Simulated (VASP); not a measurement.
# Sc (I4/mmm) in VASP: further runs

Runs on Sc. Level: PBE. Tasks: single point.

Program: VASP 6.6.1. These are calculated values, not measurements. Logs are shortened: lines on timing, memory, paths and dates and some standing lists are left out, and cuts for length are marked.

## 1. The cell of the first run

The structure is tetragonal, space group I4/mmm (No. 139). Conventional cell: a = 3.366 Å, b = 3.366 Å, c = 4.444 Å, α = 90.00°, β = 90.00°, γ = 90.00°. Within 4.3 Å of Sc (site symmetry 4/mmm) lie 12 Sc at 3.26 to 3.37 Å.

## 2. Single point, PBE (biaxial strain in the a-b plane: +3.0 %, then relaxed in part)

Input file INCAR:

```
SYSTEM = Sc
PREC = Accurate
ENCUT = 520
EDIFF = 1E-6
ISMEAR = 0
SIGMA = 0.1
LREAL = .FALSE.
LASPH = .TRUE.
NELM = 100
ALGO = Normal
ISIF = 2
LWAVE = .FALSE.
LCHARG = .TRUE.
GGA = PE
LELF = .TRUE.
LVHAR = .TRUE.
NBANDS = 18
```

Input file KPOINTS:

```
Automatic mesh
0
G
  14 14 10
  0 0 0
```

Input file POSCAR:

```
Sc
1.0
    3.3656304457      0.0000000000      0.0000000000
    0.0000000000      3.3656304457      0.0000000000
    0.0000000000      0.0000000000      4.4439045972
Sc
2
Direct
    0.0000000000      0.0000000000      0.0000000000
    0.5000000000      0.5000000000      0.5000000000
```

Potentials or basis: VASP PAW PBE potentials, release 64 (Sc_sv).

Launch:

```bash
$ cat potpaw_PBE.64/Sc_sv/POTCAR > POTCAR
$ mpirun -np 1 vasp_std > vasp.out
```

OUTCAR:

```text
SYSTEM = Sc
   PREC = Accurate
   ENCUT = 520
   EDIFF = 1E-6
   ISMEAR = 0
   LREAL = .FALSE.
   LASPH = .TRUE.
   NELM = 100
   ISIF = 2
   GGA = PE

 ion  position               nearest neighbor table
   1  0.000  0.000  0.000-   2 3.26   2 3.26   2 3.26   2 3.26   2 3.26   2 3.26   2 3.26   2 3.26

   2  0.500  0.500  0.500-   1 3.26   1 3.26   1 3.26   1 3.26   1 3.26   1 3.26   1 3.26   1 3.26

  LATTYP: Found a simple tetragonal cell.
 ALAT       =     3.3656304457
 C/A-ratio  =     1.3203780596

  Lattice vectors:

 A1 = (   3.3656304457,   0.0000000000,   0.0000000000)
 A2 = (   0.0000000000,   3.3656304457,   0.0000000000)
 A3 = (   0.0000000000,   0.0000000000,   4.4439045972)

Analysis of symmetry for initial positions (statically):
=====================================================================
 Subroutine PRICEL returns following result:

  LATTYP: Found a body centered tetragonal cell.
 ALAT       =     3.3656304457
 C/A-ratio  =     1.3203780596

  Lattice vectors:

 A1 = (  -1.6828152228,  -1.6828152228,  -2.2219522986)
 A2 = (   1.6828152228,   1.6828152228,  -2.2219522986)
 A3 = (   1.6828152228,  -1.6828152228,   2.2219522986)

   2 primitive cells build up your supercell.

 Routine SETGRP: Setting up the symmetry group for a
 simple tetragonal supercell.

 Subroutine GETGRP returns: Found 16 space group operations
 (whereof 16 operations were pure point group operations)
 out of a pool of 16 trial point group operations.

The static configuration has the point symmetry D_4h.

Analysis of symmetry for dynamics (positions and initial velocities):
=====================================================================
 Subroutine PRICEL returns following result:

  LATTYP: Found a body centered tetragonal cell.
 ALAT       =     3.3656304457
 C/A-ratio  =     1.3203780596

  Lattice vectors:

 A1 = (  -1.6828152228,  -1.6828152228,  -2.2219522986)
 A2 = (   1.6828152228,   1.6828152228,  -2.2219522986)
 A3 = (   1.6828152228,  -1.6828152228,   2.2219522986)

   2 primitive cells build up your supercell.

 Routine SETGRP: Setting up the symmetry group for a
 simple tetragonal supercell.

 Subroutine GETGRP returns: Found 16 space group operations
 (whereof 16 operations were pure point group operations)
 out of a pool of 16 trial point group operations.

The dynamic configuration has the point symmetry D_4h.
[... 86 lines left out ...]
   NGXF,Y,Z  is equivalent  to a cutoff of  27.66, 27.66, 26.94 a.u.
 SYSTEM =  Sc
   PREC   = accura    normal or accurate (medium, high low for compatibility)
   ISTART =      0    job   : 0-new  1-cont  2-samecut
   ICHARG =      2    charge: 1-file 2-atom 10-const
   ISPIN  =      1    spin polarized calculation?
   LNONCOLLINEAR =      F non collinear calculations
   LSORBIT =      F    spin-orbit coupling
   LASPH  =      T    aspherical Exc in radial PAW
   ENCUT  =  520.0 eV  38.22 Ry    6.18 a.u.   6.26  6.26  8.26*2*pi/ulx,y,z
   NELM   =    100;   NELMIN=  2; NELMDL= -5     # of ELM steps
   EDIFF  = 0.1E-05   stopping-criterion for ELM
   LREAL  =      F    real-space projection
   EDIFFG = 0.1E-04   stopping-criterion for IOM
   NSW    =      0    number of steps for IOM
   IBRION =     -1    ionic relax: 0-MD 1-quasi-New 2-CG
   NFREE  =      0    steps in history (QN), initial steepest desc. (CG)
   ISIF   =      2    stress and relaxation
   ISYM   =      2    0-nonsym 1-usesym 2-fastsym
   POTIM  = 0.5000    time-step for ionic-motion
   TEBEG  =    0.0;   TEEND  =   0.0 temperature during run
   PSTRESS=    0.0 pullay stress
   NELECT =      22.0000    total number of electrons
   NUPDOWN=      -1.0000    fix difference up-down
   EMIN   =  10.00;   EMAX   =-10.00  energy-range for DOS
   EFERMI =   0.00;   METHOD = LEGACY
   ISMEAR =     0;   SIGMA  =   0.10  broadening in eV -4-tet -1-fermi 0-gaus
   EFERMI_NEDOS =   21; number of points for ismear=-14 and -15
   IALGO  =     38    algorithm
   IMIX   =      4    mixing-type and parameters
     AMIX     =   0.40;   BMIX     =  1.00
     AMIX_MAG =   1.60;   BMIX_MAG =  1.00
  volume/ion in A,a.u.               =      25.17       169.85
  Fermi-wavevector in a.u.,A,eV,Ry     =   1.242367  2.347733 21.000258  1.543475
  Thomas-Fermi vector in A             =   2.376724
   LORBIT       =      0    0 simple, 1 ext, 2 COOP (PROOUT), +10 PAW based schemes
   GGA     = PE    functional components
   LHFCALC =     F    Hartree Fock is set to
   AEXX    =    0.0000 exact exchange contribution
   IVDW    =     0    specifies the selected vdW correction
   LEPSILON=     F    determine dielectric tensor
   LRPA    =     F    only Hartree local field effects (RPA)
 non-spin polarized calculation
 Gauss-broadening in eV      SIGMA  =   0.10
  energy-cutoff  :      520.00
  volume of cell :       50.34
 maximum number of plane-waves:      1372
 NGX is ok and might be reduce to    28
   NGX = 13   NGY = 13   NGZ = 17

 number of electron      22.0000003 magnetization

 Free energy of the ion-electron system (eV)
  ---------------------------------------------------
  ext. energy  EPLUGINS =         0.00000000
  ---------------------------------------------------
  free energy    TOTEN  =       -12.39706579 eV

  energy without entropy =      -12.37551854  energy(sigma->0) =      -12.38629217

 E-fermi :   3.6187     XC(G=0):  -9.7925

 val. band max:        3.6172200416   @ k =   0.4286   0.4286   0.5000
 cond. band min:       3.6201364493   @ k =   0.4286   0.2143   0.2000
 fundamental gap:      0.0029164077
 Fermi energy:         3.6186798379

 k-point     1 :       0.0000    0.0000    0.0000
  band No.  band energies     occupation
      1     -45.8831      2.00000
      2     -45.8021      2.00000
      3     -24.6563      2.00000
      4     -24.4679      2.00000
      5     -24.4679      2.00000
      6     -24.3117      2.00000
[... 481 lines left out ...]
      5     -24.5244      2.00000
      6     -24.4227      2.00000
[... 10 lines left out ...]
     17       6.3354      0.00000
     18       7.1416      0.00000

 [... further k-points ...]
[... 5 lines left out ...]
  --------------------------------------------------------------------------------------
  -------------------------------------------------------------------------------------
  Total       -0.4794903     -0.4794903      0.0088919      0.0000000      0.0000000     -0.0000000
  in kB      -15.2613460    -15.2613460      0.2830136      0.0000000      0.0000000     -0.0000000
  external PRESSURE =     -10.0798928 kB  Pullay stress =       0.0000000 kB

 VOLUME and BASIS-vectors are now :
 -----------------------------------------------------------------------------
  energy-cutoff  :      520.00
  volume of cell :       50.34
      direct lattice vectors                 reciprocal lattice vectors
     3.365630446  0.000000000  0.000000000     0.297121153  0.000000000  0.000000000
     0.000000000  3.365630446  0.000000000     0.000000000  0.297121153  0.000000000
     0.000000000  0.000000000  4.443904597     0.000000000  0.000000000  0.225027333

 POSITION                                       TOTAL-FORCE (eV/Angst)
 -----------------------------------------------------------------------------------
      0.00000      0.00000      0.00000        -0.000000     -0.000000     -0.000000
      1.68282      1.68282      2.22195         0.000000      0.000000      0.000000
 -----------------------------------------------------------------------------------
    total drift:                                0.000000      0.000000      0.000000

  FREE ENERGIE OF THE ION-ELECTRON SYSTEM (eV)
  ---------------------------------------------------
  free  energy   TOTEN  =       -12.3970657935 eV

  energy  without entropy=      -12.3755185425  energy(sigma->0) =      -12.38629217
```

Wall time 2.4 min (1 thread of Intel Xeon Platinum 8259CL at 2.50GHz (Skylake/Cascade Lake), shared host); peak memory 0.29 GiB.

Results:

```
Free energy            : -12.3971 eV
Pressure               : -1.0 GPa
Band gap on the k mesh : zero (band 11 reaches 4.17 eV, above the bottom of band 12 at 3.10 eV)
```

Stress tensor (GPa, compression positive):
```
-1.53  0.00  0.00
 0.00 -1.53  0.00
 0.00  0.00  0.03
```

Caveat: the cell differs from its parent crystal (biaxial strain in the a-b plane: +3.0 %, then relaxed in part).

## 3. Single point, PBE (biaxial strain in the a-b plane: +3.0 %)

Input file INCAR:

```
ALGO = Normal
EDIFF = 1E-6
ENCUT = 520
GGA = PE
ISIF = 2
ISMEAR = 0
LASPH = True
LCHARG = True
LELF = True
LREAL = False
LVHAR = True
LWAVE = False
NBANDS = 18
NELM = 100
PREC = Accurate
SIGMA = 0.1
```

Input file KPOINTS:

```
k-points
0
Gamma
  14 14 10
```

POSCAR: that of step 2 with these lines changed.

```diff
@@ -4,3 +4,3 @@
     0.0000000000      3.3656304457      0.0000000000
-    0.0000000000      0.0000000000      4.4439045972
+    0.0000000000      0.0000000000      4.5339997628
 Sc
```

Potentials or basis: VASP PAW PBE potentials, release 64 (Sc_sv).

Launch:

```bash
$ cat potpaw_PBE.64/Sc_sv/POTCAR > POTCAR
$ mpirun -np 1 vasp_std > vasp.out
```

OUTCAR:

```text
EDIFF = 1E-6
   ENCUT = 520
   GGA = PE
   ISIF = 2
   ISMEAR = 0
   LASPH = True
   LREAL = False
   NELM = 100
   PREC = Accurate

 ion  position               nearest neighbor table
   1  0.000  0.000  0.000-   2 3.29   2 3.29   2 3.29   2 3.29   2 3.29   2 3.29   2 3.29   2 3.29

   2  0.500  0.500  0.500-   1 3.29   1 3.29   1 3.29   1 3.29   1 3.29   1 3.29   1 3.29   1 3.29

  LATTYP: Found a simple tetragonal cell.
 ALAT       =     3.3656304457
 C/A-ratio  =     1.3471472391

  Lattice vectors:

[... 212 lines left out ...]
      5     -24.6293      2.00000
      6     -24.4900      2.00000
[... 481 lines left out ...]
      5     -24.6877      2.00000
      6     -24.5961      2.00000
[... 10 lines left out ...]
     17       6.1529      0.00000
     18       6.9676      0.00000

 [... further k-points ...]
[... 5 lines left out ...]
  --------------------------------------------------------------------------------------
  -------------------------------------------------------------------------------------
  Total       -0.7480736     -0.7480736     -0.3746709      0.0000000     -0.0000000      0.0000000
  in kB      -23.3367616    -23.3367616    -11.6881617      0.0000000     -0.0000000      0.0000000
  external PRESSURE =     -19.4538949 kB  Pullay stress =       0.0000000 kB

 VOLUME and BASIS-vectors are now :
 -----------------------------------------------------------------------------
  energy-cutoff  :      520.00
  volume of cell :       51.36
      direct lattice vectors                 reciprocal lattice vectors
     3.365630446  0.000000000  0.000000000     0.297121153  0.000000000  0.000000000
     0.000000000  3.365630446  0.000000000     0.000000000  0.297121153  0.000000000
     0.000000000  0.000000000  4.533999763     0.000000000  0.000000000  0.220555812

 POSITION                                       TOTAL-FORCE (eV/Angst)
 -----------------------------------------------------------------------------------
      0.00000      0.00000      0.00000        -0.000000     -0.000000      0.000000
      1.68282      1.68282      2.26700         0.000000      0.000000     -0.000000
 -----------------------------------------------------------------------------------
    total drift:                                0.000000      0.000000      0.000000

  FREE ENERGIE OF THE ION-ELECTRON SYSTEM (eV)
  ---------------------------------------------------
  free  energy   TOTEN  =       -12.3938586160 eV

  energy  without entropy=      -12.3721877278  energy(sigma->0) =      -12.38302317
```

OSZICAR:

```text
N       E                     dE             d eps       ncg     rms          rms(c)
DAV:   1     0.294685771009E+03    0.29469E+03   -0.10257E+04  7784   0.127E+03
DAV:   2     0.131989353262E+01   -0.29337E+03   -0.28855E+03  9024   0.529E+02
DAV:   3    -0.135652276962E+02   -0.14885E+02   -0.14429E+02 12704   0.134E+02
DAV:   4    -0.138587235135E+02   -0.29350E+00   -0.29081E+00 11794   0.177E+01
DAV:   5    -0.138630555627E+02   -0.43320E-02   -0.43300E-02 13276   0.229E+00    0.729E+00
DAV:   6    -0.125643971852E+02    0.12987E+01   -0.28968E+00 10530   0.187E+01    0.217E+00
DAV:   7    -0.124051340840E+02    0.15926E+00   -0.75396E-01 10738   0.859E+00    0.918E-01
DAV:   8    -0.123977723768E+02    0.73617E-02   -0.65064E-02 10546   0.304E+00    0.362E-01
DAV:   9    -0.123938762583E+02    0.38961E-02   -0.20943E-02 10708   0.143E+00    0.431E-02
DAV:  10    -0.123938606068E+02    0.15651E-04   -0.33745E-04 12662   0.244E-01    0.927E-03
DAV:  11    -0.123938556590E+02    0.49478E-05   -0.98111E-06 10682   0.295E-02    0.380E-03
DAV:  12    -0.123938584304E+02   -0.27714E-05   -0.62353E-07  6404   0.819E-03    0.169E-03
DAV:  13    -0.123938586160E+02   -0.18554E-06   -0.28454E-07  5362   0.639E-03
   1 F= -.12393859E+02 E0= -.12383023E+02  d E =-.216709E-01
```

stdout:

```text
POSCAR found type information on POSCAR Sc
 POSCAR found :  1 types and       2 ions
 scaLAPACK will be used
 LDA part: xc-table for (Slater+PW92), standard interpolation
 POSCAR, INCAR and KPOINTS ok, starting setup
 FFT: planning ... GRIDC
 FFT: planning ... GRID_SOFT
 FFT: planning ... GRID
 WAVECAR not read
 entering main loop
```

It took 2.3 min on 1 thread of Intel Xeon Platinum 8259CL at 2.50GHz (Skylake/Cascade Lake), shared host; peak memory 0.29 GiB.

Results:

```
Free energy            : -12.3939 eV
Pressure               : -1.9 GPa
Band gap on the k mesh : zero (band 11 reaches 3.98 eV, above the bottom of band 12 at 2.98 eV)
```

Levels at points of the mesh, in eV from the Fermi level:
```
           k point  band 8  band 9  band 10  band 11  band 12  band 13  band 14  band 15
(0.00, 0.00, 0.00)  -27.99   -5.11    -1.39    -0.64     1.44     1.44     1.72     2.25
(0.50, 0.00, 0.00)  -28.05   -1.91    -1.91     0.48     0.48     0.72     0.72     2.08
(0.50, 0.50, 0.00)  -28.08   -1.46    -1.46    -0.52    -0.52     1.56     1.56     3.64
(0.00, 0.00, 0.50)  -28.06   -3.17    -3.17     0.38     0.38     1.82     1.82     2.27
(0.50, 0.00, 0.50)  -28.02   -1.72    -1.72     0.16     0.16     1.26     1.26     1.59
(0.50, 0.50, 0.50)  -28.13   -0.55    -0.55     0.13     0.13     0.13     0.13     2.46
```

Caveat: the cell differs from its parent crystal (biaxial strain in the a-b plane: +3.0 %).
